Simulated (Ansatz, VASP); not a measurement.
**Two plane-wave programs on Li**

```xyz
1
Lattice="-1.7450 1.7450 1.7450 1.7450 -1.7450 1.7450 1.7450 1.7450 -1.7450" Properties=species:S:1:pos:R:3 pbc="T T T"
Li    0.0000    0.0000    0.0000
```

Alike in both runs: task relaxation of cell and atoms; functional PBE; k mesh 22 × 22 × 22; no spin polarisation.

```csv
,VASP,Ansatz
version,VASP 6.6.1,Ansatz 0.2.0
potentials or method,"VASP PAW PBE potentials, release 64 (Li_sv)","plane-wave PAW, scalar-relativistic"
plane-wave cutoff (eV),600,420
occupations,"methfessel-paxton of order 1, width 0.1 eV","cold, width 0.1 eV"
valence electrons in the cell,3,3
```

Ansatz gave:

| Property | Result |
| --- | --- |
| relaxed volume (Å³/atom) | 20.22 |
| relaxed length of the cell vector where the two differ most in proportion (Å) | 2.972 |

Task: What did VASP give for the same quantities?

Result: Relaxed volume (Å³/atom): 20.06; relaxed length of the cell vector where the two differ most in proportion (Å): 2.965.

Noted on VASP's run: the cutoff is under 1.25 times that of the potentials, so the pressure is a little rough.
